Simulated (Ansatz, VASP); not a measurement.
## AlN: VASP beside Ansatz

INCAR

```
  PREC = Accurate
  ENCUT = 520
  EDIFF = 1E-7
  ISMEAR = 0
  SIGMA = 0.05
  LREAL = F
  LASPH = T
  NELM = 100
  ALGO = Normal
  ISIF = 2
  LWAVE = F
  LCHARG = F
  GGA = PE
  NBANDS = 11
```

KPOINTS

```
Automatic mesh
0
Gamma
  10 10 10
```

Contents of POSCAR:

```
AlN
1.0
    0.0000000000      2.1462274258      2.1462274258
    2.1462274258      0.0000000000      2.1462274258
    2.1462274258      2.1462274258      0.0000000000
Al N
1 1
Direct
   -0.0114379721      0.0114379721      0.0114379721
    0.7720328468      0.7279671532      0.7279671532
```

Input for Ansatz:

```yaml
crystal:
  lattice:
    - [0.0, 2.1462274258, 2.1462274258]
    - [2.1462274258, 0.0, 2.1462274258]
    - [2.1462274258, 2.1462274258, 0.0]
  atoms:
    - { symbol: Al, position: [-0.0114379721, 0.0114379721, 0.0114379721] }
    - { symbol: "N", position: [0.7720328468, 0.7279671532, 0.7279671532] }
basis:
  ecutwfc: 520.0
kpoints:
  mp_grid: { grid: [10, 10, 10] }
hamiltonian:
  xc: pbe
  pseudopotentials: { kind: paw, azcp: { folder: soft_1 } }
scf:
  occupations: { method: gaussian, width: 0.05 }
output:
  forces: true
  stress: true
  eigenvalues: true
```

Change from the starting cell: mode 4 frozen in at -0.097 Å, equal normal strain along x, y and z -0.0250.

Alike in both runs: task single point; functional PBE; k mesh 10 × 10 × 10; occupations gaussian, width 0.05 eV; no spin polarisation.

```csv
,VASP,Ansatz
version,VASP 6.6.1,Ansatz 0.2.0
potentials or method,"VASP PAW PBE potentials, release 64 (Al, N), cutoff 520 eV","scalar-relativistic, plane waves, PAW"
valence electrons in the cell,8,8
```

VASP gave:

| Property | Result |
| --- | --- |
| gap on the k mesh at the Fermi level (eV) | 2.97 |
| least direct gap on the mesh (eV) | 4.25 |
| pressure (GPa) | 19.9 |
| traceless stress, the component that is largest in VASP (GPa) | -14.70 |
| rms of the force components (eV/Å) | 1.384 |

Problem. What did Ansatz give for the same quantities?

Solution. gap on the k mesh at the Fermi level (eV): 2.98; least direct gap on the mesh (eV): 4.24; pressure (GPa): 20.0; traceless stress, the component that is largest in VASP (GPa): -14.63; rms of the force components (eV/Å): 1.379.

Atom by atom the forces differ by 0.005 eV/Å (rms over components). The functional is the same, so the differences come from potentials, cutoffs and numerics.
